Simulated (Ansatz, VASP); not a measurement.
Pb in VASP and in Ansatz

Contents of INCAR:

```
PREC = Accurate ; ENCUT = 520
EDIFF = 1E-7 ; ISMEAR = 0
SIGMA = 0.15 ; LREAL = F
LASPH = T ; NELM = 100
ALGO = Fast ; ISIF = 2
LWAVE = F ; LCHARG = T
GGA = PS ; LELF = T
LVHAR = T ; NBANDS = 21
```

KPOINTS

```
regular mesh
0
Gamma
  18 18 10
```

POSCAR

```
Pb
1.0
    3.3408006629      0.0000000000      0.0000000000
   -1.6704003315      2.8932182431      0.0000000000
    0.0000000000      0.0000000000      5.5900000000
Pb
2
Direct
    0.3333333333      0.6666666667      0.2500000000
    0.6666666667      0.3333333333      0.7500000000
```

Input for Ansatz:

```yaml
crystal:
  lattice:
    - [3.3408006629, 0.0, 0.0]
    - [-1.6704003315, 2.8932182431, 0.0]
    - [0.0, 0.0, 5.59]
  atoms:
    - { symbol: Pb, position: [0.3333333333, 0.6666666667, 0.25] }
    - { symbol: Pb, position: [0.6666666667, 0.3333333333, 0.75] }
basis:
  ecutwfc: 420
kpoints:
  mp_grid: { grid: [18, 18, 10] }
hamiltonian:
  xc: pbesol
scf:
  occupations: { method: gaussian, width: 0.15 }
output:
  forces: true
  stress: true
  eigenvalues: true
```

Change from the starting cell: strain -0.040 along x and y, +0.000 along z, atoms carried along.

Alike in both runs: task single point; functional PBEsol; k mesh 18 × 18 × 10; occupations gaussian, width 0.15 eV; no spin polarisation.

|  | VASP | Ansatz |
| --- | --- | --- |
| version | VASP 6.6.1 | Ansatz 0.2.0 |
| potentials or method | VASP PAW PBE potentials, release 64 (Pb_d), cutoff 520 eV | scalar-relativistic, plane waves, PAW |
| valence electrons in the cell | 28 | 28 |

Ansatz gave:

| Property | Result |
| --- | --- |
| gap on the k mesh at the Fermi level (eV) | none |
| pressure (GPa) | 6.1 |
| traceless stress, the component that is largest in VASP (GPa) | -0.37 |

What did VASP give for the same quantities?

gap on the k mesh at the Fermi level (eV): none; pressure (GPa): 6.0; traceless stress, the component that is largest in VASP (GPa): -0.37.

VASP's potentials were made for PBE, not for PBEsol. A gap of «none» marks a metal or a gap that the smearing closes.

Neither program's run includes spin-orbit coupling.
